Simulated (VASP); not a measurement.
# K (I4/mmm) in VASP: a series of runs

The runs below take K through single point, with PBEsol.

All numbers are computed with VASP 6.6.1; they aren't measurements. Logs are shortened: lines on timing, memory, paths and dates and some standing lists are left out, and cuts for length are marked.

**1. The cell of the first run**

The structure is tetragonal, space group I4/mmm (No. 139). Conventional cell: a = 5.472 Å, b = 5.472 Å, c = 4.880 Å, α = 90.00°, β = 90.00°, γ = 90.00°.

**2. Single point, PBEsol (biaxial strain in the a-b plane: +4.5 %, then relaxed in part)**

Input file INCAR:

```
PREC = Accurate ; ENCUT = 520
EDIFF = 1E-6 ; ISMEAR = 0
SIGMA = 0.1 ; LREAL = F
LASPH = T ; NELM = 60
ALGO = Fast ; ISIF = 2
LWAVE = F ; LCHARG = F
GGA = PS ; NBANDS = 16
```

Input file KPOINTS:

```
regular mesh
0
Gamma
  10 10 10
```

Input file POSCAR:

```
K
1.0
    5.4716200000      0.0000000000      0.0000000000
    0.0000000000      5.4716200000      0.0000000000
    0.0000000000      0.0000000000      4.8797035572
K
2
Direct
    0.0000000000      0.0000000000      0.0000000000
    0.5000000000      0.5000000000      0.5000000000
```

Potentials or basis: VASP PAW PBE potentials, release 64 (K_sv).

The run is started by

```sh
$ cat potpaw_PBE.64/K_sv/POTCAR > POTCAR
$ mpirun -np 1 vasp_std > vasp.out
```

OUTCAR:

```text
PREC = Accurate
   ENCUT = 520
   EDIFF = 1E-6
   ISMEAR = 0
   LREAL = F
   LASPH = T
   NELM = 60
   ISIF = 2
   GGA = PS

 ion  position               nearest neighbor table
   1  0.000  0.000  0.000-
   2  0.500  0.500  0.500-

  LATTYP: Found a simple tetragonal cell.
 ALAT       =     5.4716200000
 C/A-ratio  =     0.8918206230

  Lattice vectors:

 A1 = (   5.4716200000,   0.0000000000,   0.0000000000)
 A2 = (   0.0000000000,   5.4716200000,   0.0000000000)
 A3 = (   0.0000000000,   0.0000000000,   4.8797035572)

Analysis of symmetry for initial positions (statically):
=====================================================================
 Subroutine PRICEL returns following result:

  LATTYP: Found a body centered tetragonal cell.
 ALAT       =     5.4716200000
 C/A-ratio  =     0.8918206230

  Lattice vectors:

 A1 = (  -2.7358100000,  -2.7358100000,  -2.4398517786)
 A2 = (   2.7358100000,   2.7358100000,  -2.4398517786)
 A3 = (   2.7358100000,  -2.7358100000,   2.4398517786)

   2 primitive cells build up your supercell.

 Routine SETGRP: Setting up the symmetry group for a
 simple tetragonal supercell.

 Subroutine GETGRP returns: Found 16 space group operations
 (whereof 16 operations were pure point group operations)
 out of a pool of 16 trial point group operations.

The static configuration has the point symmetry D_4h.

Analysis of symmetry for dynamics (positions and initial velocities):
=====================================================================
 Subroutine PRICEL returns following result:

  LATTYP: Found a body centered tetragonal cell.
 ALAT       =     5.4716200000
 C/A-ratio  =     0.8918206230

  Lattice vectors:

 A1 = (  -2.7358100000,  -2.7358100000,  -2.4398517786)
 A2 = (   2.7358100000,   2.7358100000,  -2.4398517786)
 A3 = (   2.7358100000,  -2.7358100000,   2.4398517786)

   2 primitive cells build up your supercell.

 Routine SETGRP: Setting up the symmetry group for a
 simple tetragonal supercell.

 Subroutine GETGRP returns: Found 16 space group operations
 (whereof 16 operations were pure point group operations)
 out of a pool of 16 trial point group operations.

The dynamic configuration has the point symmetry D_4h.

 Subroutine INISYM returns: Found 16 space group operations
 (whereof 16 operations are pure point group operations),
 and found     2 'primitive' translations

----------------------------------------------------------------------------------------

                                     Primitive cell

  volume of cell :      73.0458

  direct lattice vectors                    reciprocal lattice vectors
    -2.735810000 -2.735810000 -2.439851779     0.000000000 -0.182761230 -0.204930482
     2.735810000  2.735810000 -2.439851779     0.182761230  0.000000000 -0.204930482
     2.735810000 -2.735810000  2.439851779     0.182761230 -0.182761230  0.000000000

  length of vectors
     4.574077985  4.574077985  4.574077985     0.274587271  0.274587271  0.258463410

  position of ions in fractional coordinates (direct lattice)
     0.000000000  0.000000000  0.000000000

  ion indices of the primitive-cell ions
   primitive index   ion index
                 1           1

----------------------------------------------------------------------------------------

 KPOINTS: regular mesh

Automatic generation of k-mesh.
 Grid dimensions read from file:
 generate k-points for:   10   10   10

 Generating k-lattice:

  Cartesian coordinates                     Fractional coordinates (reciprocal lattice)
     0.018276123  0.000000000  0.000000000     0.100000000  0.000000000  0.000000000
     0.000000000  0.018276123  0.000000000     0.000000000  0.100000000  0.000000000
     0.000000000  0.000000000  0.020493048     0.000000000  0.000000000  0.100000000

  Length of vectors
     0.018276123  0.018276123  0.020493048

  Shift w.r.t. Gamma in fractional coordinates (k-lattice)
     0.000000000  0.000000000  0.000000000

 Subroutine IBZKPT returns following result:
 ===========================================

 Found    126 irreducible k-points:

 Following reciprocal coordinates:
            Coordinates               Weight
  0.000000  0.000000  0.000000      1.000000
  0.100000  0.000000  0.000000      4.000000
  0.200000  0.000000  0.000000      4.000000
  0.300000  0.000000  0.000000      4.000000
  0.400000  0.000000  0.000000      4.000000
  0.500000  0.000000  0.000000      2.000000
[... 16 lines left out ...]
  0.100000  0.000000  0.100000      8.000000
  0.200000  0.000000  0.100000      8.000000
 [... further k-points ...]
   k-points           NKPTS =    126   k-points in BZ     NKDIM =    126   number of bands    NBANDS=     16
   number of dos      NEDOS =    301   number of ions     NIONS =      2
   total plane-waves  NPLWV =  63504
   dimension x,y,z NGX =    42 NGY =   42 NGZ =   36
   dimension x,y,z NGXF=    84 NGYF=   84 NGZF=   72
   ions per type =               2
   NGX,Y,Z   is equivalent  to a cutoff of  12.76, 12.76, 12.26 a.u.
   NGXF,Y,Z  is equivalent  to a cutoff of  25.52, 25.52, 24.53 a.u.
 SYSTEM =  unknown system
   PREC   = accura    normal or accurate (medium, high low for compatibility)
   ISTART =      0    job   : 0-new  1-cont  2-samecut
   ICHARG =      2    charge: 1-file 2-atom 10-const
   ISPIN  =      1    spin polarized calculation?
   LNONCOLLINEAR =      F non collinear calculations
   LSORBIT =      F    spin-orbit coupling
   LASPH  =      T    aspherical Exc in radial PAW
   ENCUT  =  520.0 eV  38.22 Ry    6.18 a.u.  10.17 10.17  9.07*2*pi/ulx,y,z
   NELM   =     60;   NELMIN=  2; NELMDL= -5     # of ELM steps
   EDIFF  = 0.1E-05   stopping-criterion for ELM
   LREAL  =      F    real-space projection
   EDIFFG = 0.1E-04   stopping-criterion for IOM
   NSW    =      0    number of steps for IOM
   IBRION =     -1    ionic relax: 0-MD 1-quasi-New 2-CG
   NFREE  =      0    steps in history (QN), initial steepest desc. (CG)
   ISIF   =      2    stress and relaxation
   ISYM   =      2    0-nonsym 1-usesym 2-fastsym
   POTIM  = 0.5000    time-step for ionic-motion
   TEBEG  =    0.0;   TEEND  =   0.0 temperature during run
   PSTRESS=    0.0 pullay stress
   NELECT =      18.0000    total number of electrons
   NUPDOWN=      -1.0000    fix difference up-down
   EMIN   =  10.00;   EMAX   =-10.00  energy-range for DOS
   EFERMI =   0.00;   METHOD = LEGACY
   ISMEAR =     0;   SIGMA  =   0.10  broadening in eV -4-tet -1-fermi 0-gaus
   EFERMI_NEDOS =   21; number of points for ismear=-14 and -15
   IALGO  =     68    algorithm
   IMIX   =      4    mixing-type and parameters
     AMIX     =   0.40;   BMIX     =  1.00
     AMIX_MAG =   1.60;   BMIX_MAG =  1.00
  volume/ion in A,a.u.               =      73.05       492.94
  Fermi-wavevector in a.u.,A,eV,Ry     =   0.814624  1.539416  9.028994  0.663612
  Thomas-Fermi vector in A             =   1.924565
   LORBIT       =      0    0 simple, 1 ext, 2 COOP (PROOUT), +10 PAW based schemes
   GGA     = PS    functional components
   LHFCALC =     F    Hartree Fock is set to
   AEXX    =    0.0000 exact exchange contribution
   IVDW    =     0    specifies the selected vdW correction
   LEPSILON=     F    determine dielectric tensor
   LRPA    =     F    only Hartree local field effects (RPA)
 non-spin polarized calculation
 RMM-DIIS sequential band-by-band and
 Gauss-broadening in eV      SIGMA  =   0.10
  energy-cutoff  :      520.00
  volume of cell :      146.09
 maximum number of plane-waves:      3984
 NGX is ok and might be reduce to    42
   NGX = 21   NGY = 21   NGZ = 19

 number of electron      18.0000001 magnetization

 Free energy of the ion-electron system (eV)
  ---------------------------------------------------
  ext. energy  EPLUGINS =         0.00000000
  ---------------------------------------------------
  free energy    TOTEN  =        -2.26573953 eV

  energy without entropy =       -2.25812153  energy(sigma->0) =       -2.26193053

 E-fermi :  -0.1553     XC(G=0):  -5.7133

 val. band max:       -0.1557991019   @ k =   0.4000   0.2000   0.1000
 cond. band min:      -0.1480172382   @ k =   0.3000   0.1000   0.5000
 fundamental gap:      0.0077818637
 Fermi energy:        -0.1552915061

 k-point     1 :       0.0000    0.0000    0.0000
  band No.  band energies     occupation
      1     -32.1439      2.00000
      2     -32.1365      2.00000
      3     -15.7073      2.00000
      4     -15.7073      2.00000
      5     -15.6929      2.00000
      6     -15.6535      2.00000
[... 8 lines left out ...]
     15       4.2670      0.00000
     16       4.3927      0.00000

 k-point     2 :       0.1000    0.0000    0.0000
  band No.  band energies     occupation
      1     -32.1437      2.00000
      2     -32.1366      2.00000
      3     -15.7067      2.00000
      4     -15.7060      2.00000
      5     -15.6919      2.00000
      6     -15.6549      2.00000
[... 8 lines left out ...]
     15       4.2198      0.00000
     16       4.3920      0.00000

 k-point     3 :       0.2000    0.0000    0.0000
  band No.  band energies     occupation
      1     -32.1432      2.00000
      2     -32.1371      2.00000
      3     -15.7046      2.00000
      4     -15.7020      2.00000
      5     -15.6890      2.00000
      6     -15.6606      2.00000
[... 8 lines left out ...]
     15       4.1191      0.00000
     16       4.1551      0.00000

 k-point     4 :       0.3000    0.0000    0.0000
  band No.  band energies     occupation
      1     -32.1423      2.00000
      2     -32.1379      2.00000
      3     -15.7008      2.00000
      4     -15.6958      2.00000
      5     -15.6845      2.00000
      6     -15.6689      2.00000
[... 8 lines left out ...]
     15       3.6419      0.00000
     16       4.0191      0.00000
[... 324 lines left out ...]
 k-point    22 :       0.0000    0.0000    0.1000
  band No.  band energies     occupation
      1     -32.1437      2.00000
      2     -32.1366      2.00000
      3     -15.7058      2.00000
      4     -15.7058      2.00000
      5     -15.6943      2.00000
      6     -15.6569      2.00000
[... 8 lines left out ...]
     15       3.9587      0.00000
     16       4.2642      0.00000

 k-point    23 :       0.1000    0.0000    0.1000
  band No.  band energies     occupation
      1     -32.1435      2.00000
      2     -32.1367      2.00000
      3     -15.7060      2.00000
      4     -15.7045      2.00000
      5     -15.6926      2.00000
      6     -15.6602      2.00000
[... 8 lines left out ...]
     15       4.0926      0.00000
     16       4.1408      0.00000

 k-point    24 :       0.2000    0.0000    0.1000
  band No.  band energies     occupation
      1     -32.1429      2.00000
      2     -32.1372      2.00000
      3     -15.7056      2.00000
      4     -15.7007      2.00000
      5     -15.6882      2.00000
      6     -15.6670      2.00000
[... 8 lines left out ...]
     15       3.8209      0.00000
     16       4.2766      0.00000

 [... further k-points ...]

------------------------ aborting loop because EDIFF is reached ----------------------------------------

  FORCE on cell =-STRESS in cart. coord.  units (eV):
  Direction    XX          YY          ZZ          XY          YZ          ZX
  --------------------------------------------------------------------------------------
  -------------------------------------------------------------------------------------
  Total       -0.1406285     -0.1406285     -0.0057034      0.0000000      0.0000000      0.0000000
  in kB       -1.5422642     -1.5422642     -0.0625485      0.0000000      0.0000000      0.0000000
  external PRESSURE =      -1.0490256 kB  Pullay stress =       0.0000000 kB

 VOLUME and BASIS-vectors are now :
 -----------------------------------------------------------------------------
  energy-cutoff  :      520.00
  volume of cell :      146.09
      direct lattice vectors                 reciprocal lattice vectors
     5.471620000  0.000000000  0.000000000     0.182761230  0.000000000  0.000000000
     0.000000000  5.471620000  0.000000000     0.000000000  0.182761230  0.000000000
     0.000000000  0.000000000  4.879703557     0.000000000  0.000000000  0.204930482

 POSITION                                       TOTAL-FORCE (eV/Angst)
 -----------------------------------------------------------------------------------
      0.00000      0.00000      0.00000         0.000000      0.000000      0.000000
      2.73581      2.73581      2.43985        -0.000000     -0.000000     -0.000000
 -----------------------------------------------------------------------------------
    total drift:                                0.000000     -0.000000     -0.000000

  FREE ENERGIE OF THE ION-ELECTRON SYSTEM (eV)
  ---------------------------------------------------
  free  energy   TOTEN  =        -2.2657395296 eV

  energy  without entropy=       -2.2581215307  energy(sigma->0) =       -2.26193053
```

Wall time 3.1 min (1 thread of Oxide Virtual Turin-like, shared host); peak memory 0.36 GiB.

Results:

```yaml
Free_energy: -2.2657 eV
Pressure: -0.1 GPa
Band_gap_on_the_k_mesh: zero (bands 9 and 10 overlap by 2.26 eV)
```

Levels at points of the mesh, in eV from the Fermi level:
```csv
k point,band 5,band 6,band 7,band 8,band 9,band 10,band 11,band 12,band 13,band 14
"(0.00, 0.00, 0.00)",-15.54,-15.50,-15.50,-15.50,-2.17,1.50,1.82,3.07,3.07,3.93
"(0.50, 0.00, 0.00)",-15.52,-15.52,-15.52,-15.52,-0.80,-0.80,2.83,2.83,3.22,3.22
"(0.50, 0.50, 0.00)",-15.52,-15.52,-15.49,-15.49,0.28,0.28,0.51,0.51,3.65,3.65
"(0.00, 0.00, 0.50)",-15.52,-15.52,-15.52,-15.52,-0.47,-0.47,2.91,2.91,3.29,3.29
"(0.50, 0.00, 0.50)",-15.52,-15.52,-15.50,-15.50,0.54,0.54,0.81,0.81,2.97,2.97
"(0.50, 0.50, 0.50)",-15.53,-15.53,-15.53,-15.53,1.47,1.47,1.47,1.47,1.54,1.54
```

Caveat: the cell differs from its parent crystal (biaxial strain in the a-b plane: +4.5 %, then relaxed in part); the PAW data sets were made with another functional, which shifts forces and pressure a little.

**3. Single point, PBEsol (biaxial strain in the a-b plane: +3.0 %)**

Input file INCAR:

```
ALGO     = Fast           # electronic algorithm
EDIFF    = 1E-6           # SCF threshold, eV
ENCUT    = 520            # plane-wave cutoff, eV
GGA      = PS             # functional
ISIF     = 2              # what is computed and relaxed
ISMEAR   = 0              # smearing method
LASPH    = T              # aspherical terms in the spheres
LCHARG   = T              # write CHGCAR
LELF     = T              # ELF
LREAL    = F              # projectors in reciprocal space
LVHAR    = T            
LWAVE    = F              # write WAVECAR
NBANDS   = 16             # bands
NELM     = 60             # most SCF steps
PREC     = Accurate       # precision mode
SIGMA    = 0.1            # smearing width, eV
```

Input file KPOINTS:

```
k-points
0
Gamma
  10 10 10
```

Input file POSCAR:

```
K
1.0
    5.3930800000      0.0000000000      0.0000000000
    0.0000000000      5.3930800000      0.0000000000
    0.0000000000      0.0000000000      5.1417520000
K
2
Direct
    0.0000000000      0.0000000000      0.0000000000
    0.5000000000      0.5000000000      0.5000000000
```

Potentials or basis: VASP PAW PBE potentials, release 64 (K_sv).

The run is started by

```sh
$ cat potpaw_PBE.64/K_sv/POTCAR > POTCAR
$ mpirun -np 1 vasp_std > vasp.out
```

Wall time 3.2 min (1 thread of Oxide Virtual Turin-like, shared host); peak memory 0.37 GiB.

Results (log left out):

* Free energy: -2.2656 eV
* Pressure: -0.2 GPa
* Band gap on the k mesh: zero (bands 9 and 10 overlap by 2.19 eV)

Levels at points of the mesh, in eV from the Fermi level:
| k point | band 6 | band 7 | band 8 | band 9 | band 10 | band 11 | band 12 | band 13 |
| --- | --- | --- | --- | --- | --- | --- | --- | --- |
| (0.00, 0.00, 0.00) | -15.53 | -15.53 | -15.53 | -2.15 | 1.60 | 1.74 | 3.24 | 3.24 |
| (0.50, 0.00, 0.00) | -15.55 | -15.55 | -15.55 | -0.74 | -0.74 | 2.84 | 2.84 | 3.36 |
| (0.50, 0.50, 0.00) | -15.55 | -15.53 | -15.53 | 0.36 | 0.36 | 0.59 | 0.59 | 3.33 |
| (0.00, 0.00, 0.50) | -15.55 | -15.55 | -15.55 | -0.61 | -0.61 | 2.86 | 2.86 | 3.38 |
| (0.50, 0.00, 0.50) | -15.55 | -15.53 | -15.53 | 0.47 | 0.47 | 0.71 | 0.71 | 3.06 |
| (0.50, 0.50, 0.50) | -15.56 | -15.56 | -15.56 | 1.44 | 1.44 | 1.44 | 1.44 | 1.47 |

Caveat: the cell differs from its parent crystal (biaxial strain in the a-b plane: +3.0 %); the PAW data sets were made with another functional, which shifts forces and pressure a little.

**4. Single point, PBEsol (biaxial strain in the a-b plane: +4.5 %)**

Input file INCAR:

```
PREC = Accurate ; ENCUT = 520
EDIFF = 1E-6 ; ISMEAR = 0
SIGMA = 0.1 ; LREAL = F
LASPH = T ; NELM = 80
ALGO = Fast ; ISIF = 2
LWAVE = F ; LCHARG = T
GGA = PS ; LELF = T
LVHAR = T ; NBANDS = 16
```

Input file KPOINTS:

```
regular mesh
0
Gamma
  10 10 10
```

Input file POSCAR:

```
K
1.0
    5.4716200000      0.0000000000      0.0000000000
    0.0000000000      5.4716200000      0.0000000000
    0.0000000000      0.0000000000      5.0946280000
K
2
Direct
    0.0000000000      0.0000000000      0.0000000000
    0.5000000000      0.5000000000      0.5000000000
```

The run is started by

```sh
$ cat potpaw_PBE.64/K_sv/POTCAR > POTCAR
$ mpirun -np 1 vasp_std > vasp.out
```

Run time: 3.9 min. Hardware: 1 thread of Oxide Virtual Turin-like, shared host; peak memory 0.38 GiB.

The run converged. Its results:

```yaml
Free_energy: -2.2614 eV
Pressure: -0.2 GPa
Band_gap_on_the_k_mesh: zero (bands 9 and 10 overlap by 2.19 eV)
```

Levels at points of the mesh, in eV from the Fermi level:
```csv
k point,band 6,band 7,band 8,band 9,band 10,band 11,band 12,band 13
"(0.00, 0.00, 0.00)",-15.54,-15.54,-15.54,-2.12,1.58,1.78,3.11,3.11
"(0.50, 0.00, 0.00)",-15.56,-15.56,-15.56,-0.75,-0.75,2.83,2.83,3.27
"(0.50, 0.50, 0.00)",-15.56,-15.54,-15.54,0.33,0.33,0.55,0.55,3.42
"(0.00, 0.00, 0.50)",-15.56,-15.56,-15.56,-0.56,-0.56,2.87,2.87,3.32
"(0.50, 0.00, 0.50)",-15.56,-15.54,-15.54,0.49,0.49,0.73,0.73,3.02
"(0.50, 0.50, 0.50)",-15.57,-15.57,-15.57,1.44,1.44,1.44,1.44,1.48
```

Caveat: the cell differs from its parent crystal (biaxial strain in the a-b plane: +4.5 %); the PAW data sets were made with another functional, which shifts forces and pressure a little.

**5. Summary**

```csv
cell,gap on the mesh (eV),pressure (GPa)
"a = 5.472, b = 5.472, c = 4.880 Å, 2 atoms",none,-0.1
"a = 5.393, b = 5.393, c = 5.142 Å, 2 atoms",none,-0.2
"a = 5.472, b = 5.472, c = 5.095 Å, 2 atoms",none,-0.2
```

Alike in all rows: task single point; level PBEsol; potentials or basis VASP PAW PBE potentials, release 64 (K_sv); no spin polarisation; k mesh 10 × 10 × 10; cutoff (eV) 520; smearing gaussian 0.1 eV.

Caveats: the PAW data sets were made with another functional, which shifts forces and pressure a little.

Absolute energies hang on the potentials; compare differences alone.

The gap in the log of VASP goes by the Fermi energy; the results here count the filled bands.